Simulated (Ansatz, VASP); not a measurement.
C in VASP and in Ansatz

File POSCAR:

```
C
1.0
    0.0000000000      1.7833700000      1.7833700000
    1.7833700000      0.0000000000      1.7833700000
    1.7833700000      1.7833700000      0.0000000000
C
2
Direct
    0.7500000000      0.7500000000      0.7500000000
    0.5000000000      0.5000000000      0.5000000000
```

The input INCAR.step1:

```
PREC = Accurate
ENCUT = 520
EDIFF = 1E-5
ISMEAR = -1
SIGMA = 0.05
LREAL = False
LASPH = True
NELM = 100
ALGO = Normal
ISIF = 2
LWAVE = True
GGA = PE
NBANDS = 11
```

File INCAR.step2:

```
PREC = Accurate
ENCUT = 520
EDIFF = 1E-6
ISMEAR = -1
SIGMA = 0.05
LREAL = False
LASPH = True
NELM = 100
ALGO = Normal
ISIF = 2
LWAVE = False
LCHARG = True
GGA = PE
LHFCALC = True
AEXX = 0.25
PRECFOCK = Normal
LELF = True
LVHAR = True
ISTART = 1
NBANDS = 11
```

File KPOINTS:

```
Automatic mesh
0
Gamma
  7 7 7
```

File input.yaml:

```yaml
crystal:
  lattice:
    - [0.0, 1.78337, 1.78337]
    - [1.78337, 0.0, 1.78337]
    - [1.78337, 1.78337, 0.0]
  atoms:
    - { symbol: C, position: [0.75, 0.75, 0.75] }
    - { symbol: C, position: [0.5, 0.5, 0.5] }
hamiltonian:
  xc: pbe0
  pseudopotentials: { kind: paw }
kpoints:
  mp_grid: { grid: [7, 7, 7] }
scf:
  occupations: { method: fermi_dirac, width: 0.05 }
output:
  forces: true
  stress: true
  eigenvalues: true
```

Alike in both runs: task single point; functional PBE0; k mesh 7 × 7 × 7; occupations fermi-dirac, width 0.05 eV; no spin polarisation.

|  | VASP | Ansatz |
| --- | --- | --- |
| version | VASP 6.6.1 | Ansatz 0.2.0 |
| potentials or method | VASP PAW PBE potentials, release 64 (C) | Ansatz PAW |
| plane-wave cutoff (eV) | 520 | 420 |
| valence electrons in the cell | 8 | 8 |

```tsv
	VASP	Ansatz	Ansatz less VASP
gap on the k mesh at the Fermi level (eV)	6.18	6.16	-0.012
least direct gap on the mesh (eV)	7.73	7.71	-0.019
pressure (GPa)	-7.5	-8.3	-0.78
```

The k mesh is coarse, so the values compare programs but aren't converged. Noted on Ansatz's run: odd divisions of the mesh miss points on the zone boundary, where band edges often lie, so the gap on the mesh can be too wide.
